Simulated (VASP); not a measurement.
Here is a VASP 6.6.1 calculation.

POSCAR

```
AlN
1.0
    0.0000000000      2.1839935600      2.1839935600
    2.1839935600      0.0000000000      2.1839935600
    2.1839935600      2.1839935600      0.0000000000
Al N
1 1
Direct
    0.0000000000      0.0000000000      0.0000000000
    0.7500000000      0.7500000000      0.7500000000
```

INCAR.step1

```
PREC     = Accurate       # precision mode
ENCUT    = 520            # plane-wave cutoff, eV
EDIFF    = 1E-5           # SCF threshold, eV
ISMEAR   = 0              # smearing method
SIGMA    = 0.01           # smearing width, eV
LREAL    = False          # projectors in reciprocal space
LASPH    = True           # aspherical terms in the spheres
NELM     = 120            # most SCF steps
ALGO     = Normal         # electronic algorithm
ISIF     = 2              # what is computed and relaxed
LWAVE    = True           # write WAVECAR
LCHARG   = False          # write CHGCAR
NBANDS   = 11             # bands
GGA      = PE             # functional
GGA_COMPAT= False
```

INCAR.step2

```
PREC     = Accurate       # precision mode
ENCUT    = 520            # plane-wave cutoff, eV
EDIFF    = 1E-6           # SCF threshold, eV
ISMEAR   = 0              # smearing method
SIGMA    = 0.01           # smearing width, eV
LREAL    = False          # projectors in reciprocal space
LASPH    = True           # aspherical terms in the spheres
NELM     = 120            # most SCF steps
ALGO     = Normal         # electronic algorithm
ISIF     = 2              # what is computed and relaxed
LWAVE    = False          # write WAVECAR
LCHARG   = False          # write CHGCAR
GGA      = PE             # functional
LHFCALC  = True           # exact exchange
AEXX     = 0.15           # exact-exchange fraction
PRECFOCK = Normal       
NBANDS   = 11             # bands
ISTART   = 1            
GGA_COMPAT= False
```

The input KPOINTS:

```
Automatic mesh
0
Gamma
  5 5 5
```

Potentials or basis: VASP PAW PBE potentials, release 64 (Al, N).

The run is started by

```bash
$ cat potpaw_PBE.64/Al/POTCAR potpaw_PBE.64/N/POTCAR > POTCAR
$ cp INCAR.step1 INCAR
$ mpirun -np 1 vasp_std > vasp.out
$ cp INCAR.step2 INCAR
$ mpirun -np 1 vasp_std > vasp.out
```

What does it give for the band gap on the k mesh?

5.11 eV (least direct gap 5.46 eV).

Estimate the pressure.

1.5 GPa.

Caveat: the k points lie up to 0.50 Å⁻¹ apart; the PAW data sets were made with another functional, which shifts forces and pressure a little; an odd mesh through Γ misses points on the zone boundary, where band edges can lie.
